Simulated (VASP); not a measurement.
# Sb: single point with PBE0

Crystal: Sb.

```
Sb
1.0
     3.22198    0.00000    0.00000
     0.00000    3.22198    0.00000
     0.00000    0.00000    3.22198
Sb
1
Direct
  0.00000 0.00000 0.00000
```

This isn't the form of Sb at room conditions, which is rhombohedral.

```yaml
Program: VASP 6.6.1
Task: single point
Functional: PBE0
Potentials_or_basis: VASP PAW PBE potentials, release 64 (Sb)
Cutoff: 520 eV
k_mesh: 6 × 6 × 6
Occupations: fermi-dirac, width 0.05 eV
Spin: no spin polarisation
```

- Pressure: -6.6 GPa
- Band gap on the k mesh: zero (an odd number of electrons rules out a gap without spin polarisation)

Levels at points of the mesh, in eV from the Fermi level:
```csv
k point,band 1,band 2,band 3,band 4,band 5,band 6
"(0.00, 0.00, 0.00)",-13.63,3.56,3.56,3.56,7.42,7.42
"(0.50, 0.00, 0.00)",-11.32,-6.23,5.42,5.42,9.40,11.14
"(0.50, 0.50, 0.00)",-8.90,-4.23,-4.23,2.95,7.19,12.83
"(0.50, 0.50, 0.50)",-6.22,-2.32,-2.32,-2.32,5.49,5.49
```

Wall time 2.7 min on 1 thread of Intel(R) Xeon(R) 6975P-C (Granite Rapids) (shared host), peak memory 0.15 GiB.

Caveat: the cell stands under tension; the PAW data sets were made with another functional, which shifts forces and pressure a little; spin-orbit coupling is left out, which moves the levels of the heavy elements.
